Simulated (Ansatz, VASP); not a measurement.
Two plane-wave programs on MgO

```xyz
4
Lattice="-0.0247 2.2648 2.2831 2.2945 2.2678 -0.0277 -2.3398 4.6086 -2.3374" Properties=species:S:1:pos:R:3 pbc="T T T"
Mg   -0.3351    7.0111   -0.2155
Mg   -0.0537    2.2713   -0.0457
O    -0.9744    5.8197   -1.2314
O     1.2058    5.4657    1.3082
```

Change from the starting cell: cell x2, atoms moved at random (sigma 0.15 Å) and cell strained at random (1.5 %), then relaxed without symmetry.

Alike in both runs: task relaxation of cell and atoms; functional PBE; k mesh 6 × 6 × 6; occupations gaussian, width 0.1 eV; no spin polarisation.

|  | VASP | Ansatz |
| --- | --- | --- |
| version | VASP 6.6.1 | Ansatz 0.2.0 |
| potentials or method | VASP PAW PBE potentials, release 64 (Mg, O), cutoff 600 eV | scalar-relativistic, plane waves, PAW |
| valence electrons in the cell | 16 | 32 |

|  | VASP | Ansatz | Ansatz less VASP |
| --- | --- | --- | --- |
| gap on the k mesh at the Fermi level, each at its own relaxed structure (eV) | 3.49 | 3.48 | -0.007 |
| relaxed volume (Å³/atom) | 12.21 | 12.26 | +0.050 |
| relaxed cell length with the largest relative difference (Å) | 5.639 | 5.649 | +0.0102 |

VASP's potentials hold 16 valence electrons a cell and Ansatz's 32, so a difference there can come from the potentials and not from the codes.
